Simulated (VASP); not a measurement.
# Mg13Zn3O16 (P1) in VASP: further runs, part 2 of 2

VASP 6.6.1. The steps go on from the part before.

**4. Single point, PBEsol**

Input file INCAR:

```
SYSTEM = Mg13Zn3O16
ALGO = Normal
EDIFF = 1E-6
ENCUT = 520
GGA = PS
ISIF = 2
ISMEAR = -1
ISYM = 0
LASPH = .True.
LCHARG = .True.
LELF = .True.
LREAL = Auto
LVHAR = .True.
LWAVE = .False.
NBANDS = 196
NELM = 60
PREC = Accurate
SIGMA = 0.05
```

Input file KPOINTS:

```
Automatic mesh
0
Gamma
  1 1 1
  0.25 0.25 0.25
```

Input file POSCAR:

```
Mg13Zn3O16
1.0
    8.4486085052      0.0000000000      0.0000000000
    0.0000000000      8.4486085052      0.0000000000
    0.0000000000      0.0000000000      8.4486085052
O Mg Zn
32 26 6
Direct
    0.2494330000      0.0027310000      0.0008870000
    0.2495560000      0.0001320000      0.4997680000
    0.2493570000      0.4978670000      0.0006480000
    0.2496230000      0.5005250000      0.4996590000
    0.7495300000      0.9977060000      0.9984360000
    0.7500120000      0.0002060000      0.5025590000
    0.7498660000      0.5032800000      0.0008790000
    0.7499880000      0.5005710000      0.4996930000
    0.0016500000      0.2501990000      0.9980160000
    0.9998350000      0.2503310000      0.5031190000
    0.9969940000      0.7503680000      0.9979040000
    0.9996150000      0.7506210000      0.5031390000
    0.4973110000      0.2500460000      0.0001040000
    0.5000270000      0.2500710000      0.5002220000
    0.5019620000      0.7504010000      0.9980020000
    0.5000910000      0.7505010000      0.5030460000
    0.0020030000      0.0004710000      0.2502370000
    0.9997490000      0.0004110000      0.7509080000
    0.9999220000      0.5002880000      0.2500580000
    0.9996850000      0.5003010000      0.7507410000
    0.4973210000      0.0026390000      0.2500610000
    0.4995090000      0.0003390000      0.7507370000
    0.4996620000      0.4973490000      0.2497950000
    0.4996710000      0.5002130000      0.7506910000
    0.2526670000      0.2505100000      0.2505480000
    0.2497980000      0.2503430000      0.7500780000
    0.2500080000      0.7502220000      0.2524050000
    0.2496270000      0.7501910000      0.7474570000
    0.7478920000      0.2525090000      0.2523750000
    0.7494980000      0.2504380000      0.7474460000
    0.7494410000      0.7480060000      0.2506240000
    0.7496080000      0.7502530000      0.7501920000
    0.9990670000      0.0004410000      0.0014600000
    0.9995290000      0.0003210000      0.4996660000
    0.9995810000      0.5004170000      0.0008490000
    0.9997460000      0.5004100000      0.4999970000
    0.4998840000      0.9999250000      0.0010270000
    0.4999230000      0.0000790000      0.4998130000
    0.4995990000      0.5006260000      0.0006510000
    0.4998690000      0.5003680000      0.4999400000
    0.2494690000      0.2502140000      0.0006480000
    0.2497230000      0.2502410000      0.4999090000
    0.2496610000      0.7504170000      0.4998360000
    0.7501240000      0.2501000000      0.4996600000
    0.7496510000      0.7506730000      0.0013010000
    0.7498110000      0.7506030000      0.4997070000
    0.2496120000      0.9996460000      0.2499240000
    0.2495380000      0.0002270000      0.7505950000
    0.2497300000      0.5007980000      0.2498490000
    0.2495980000      0.5004000000      0.7504900000
    0.7497120000      0.0003850000      0.7506920000
    0.7500810000      0.5000900000      0.2499270000
    0.7497570000      0.5004350000      0.7505120000
    0.9995350000      0.2502310000      0.7506600000
    0.9996170000      0.7504790000      0.7506860000
    0.5002950000      0.2499570000      0.2498900000
    0.4998230000      0.2501590000      0.7504650000
    0.4997010000      0.7503900000      0.7505860000
    0.2494320000      0.7504740000      0.9996000000
    0.7494010000      0.2506800000      0.9997890000
    0.7494520000      0.0005720000      0.2505020000
    0.0006110000      0.2505370000      0.2505430000
    0.9996710000      0.7501540000      0.2505990000
    0.4997260000      0.7498110000      0.2505560000
```

The run is started by

```console
$ cat potpaw_PBE.64/O/POTCAR potpaw_PBE.64/Mg/POTCAR potpaw_PBE.64/Zn/POTCAR > POTCAR
$ mpirun -np 1 vasp_std > vasp.out
```

It took 28 min on 1 thread of Intel Xeon 8259CL, shared host; peak memory 0.75 GiB.

The run converged. Its results:

```yaml
Free_energy: -382.4755 eV
Pressure: -0.2 GPa
Largest_force: 0.085 eV/Å
Band_gap_on_the_k_mesh: 4.23 eV
```

Forces on the atoms (eV/Å):
```
O   -0.007  0.042 -0.004
O   -0.001  0.001 -0.001
O    0.004 -0.043  0.011
O    0.001  0.000  0.001
O    0.013 -0.037 -0.036
O   -0.006 -0.007  0.046
O   -0.008  0.040 -0.006
O    0.000 -0.001 -0.001
O    0.050  0.004 -0.051
O   -0.007 -0.011  0.039
O   -0.031  0.018 -0.036
O   -0.012 -0.007  0.041
O   -0.042  0.007  0.007
O    0.000 -0.001 -0.001
O    0.053  0.001 -0.051
O   -0.011 -0.005  0.040
O    0.043 -0.004 -0.006
O   -0.002  0.001  0.003
O    0.002  0.000 -0.001
O   -0.001  0.001  0.003
O   -0.051  0.047 -0.001
O   -0.002  0.002  0.004
O    0.010 -0.042  0.006
O   -0.001  0.000  0.002
O    0.041 -0.010 -0.005
O    0.002  0.001 -0.001
O   -0.006 -0.009  0.044
O    0.005  0.008 -0.044
O   -0.055  0.048  0.042
O    0.005  0.009 -0.044
O    0.003 -0.043  0.011
O    0.001  0.001  0.001
Mg   0.001 -0.003 -0.002
Mg   0.001  0.001  0.003
Mg   0.001 -0.002 -0.002
Mg   0.000  0.002  0.001
Mg  -0.001  0.000 -0.003
Mg   0.000  0.002  0.001
Mg   0.002 -0.002 -0.003
Mg   0.000  0.001  0.000
Mg   0.001 -0.001 -0.001
Mg   0.001 -0.001  0.001
Mg   0.003 -0.001  0.002
Mg   0.000  0.002  0.002
Mg  -0.001 -0.002 -0.004
Mg   0.002 -0.001  0.002
Mg   0.002  0.004  0.001
Mg   0.001 -0.001 -0.001
Mg   0.000 -0.001  0.001
Mg   0.001 -0.002 -0.002
Mg   0.001 -0.003 -0.003
Mg  -0.003  0.000  0.002
Mg   0.000 -0.001 -0.001
Mg   0.001 -0.001 -0.001
Mg  -0.001  0.000 -0.003
Mg   0.000  0.000  0.000
Mg  -0.001  0.000 -0.002
Mg   0.000 -0.001 -0.001
Zn  -0.001  0.000 -0.003
Zn  -0.002  0.001 -0.004
Zn  -0.001 -0.001  0.001
Zn   0.004  0.002  0.002
Zn   0.000 -0.001  0.002
Zn   0.000 -0.003  0.003
```

Stress tensor (GPa, compression positive):
```
-0.18  0.04  0.05
 0.04 -0.19 -0.04
 0.05 -0.04 -0.20
```

Levels at points of the mesh, in eV from the valence-band top:
```csv
k point,band 155,band 156,band 157,band 158,band 159,band 160,band 161,band 162
"(0.25, 0.25, 0.25)",-0.33,-0.26,-0.24,0.00,4.23,5.54,5.78,6.06
```

Caveat: the k points lie up to 0.74 Å⁻¹ apart; the PAW data sets were made with another functional, which shifts forces and pressure a little; a shifted mesh leaves out Γ, where band edges can lie.

**5. The runs side by side**

| level | k mesh | gap on the mesh (eV) | pressure (GPa) | largest force (eV/Å) |
| --- | --- | --- | --- | --- |
| PBE | 1 × 1 × 1 | 3.15 | 4.7 | 0.26 |
| r2SCAN | 1 × 1 × 1 | 3.89 | -1.5 | 0.16 |
| PBEsol | 1 × 1 × 1, shifted | 4.23 | -0.2 | 0.08 |

Alike in all rows: task single point; potentials or basis VASP PAW PBE potentials, release 64 (O, Mg, Zn); no spin polarisation; cell a = 8.449 Å, 64 atoms; cutoff (eV) 520; smearing fermi-dirac 0.05 eV.

Caveats: all runs use coarse meshes; an odd mesh through Γ misses points on the zone boundary, where band edges can lie (at least some runs); the PAW data sets were made with another functional, which shifts forces and pressure a little (at least some runs); a shifted mesh leaves out Γ, where band edges can lie (at least some runs).

Absolute energies hang on the potentials; compare differences alone.
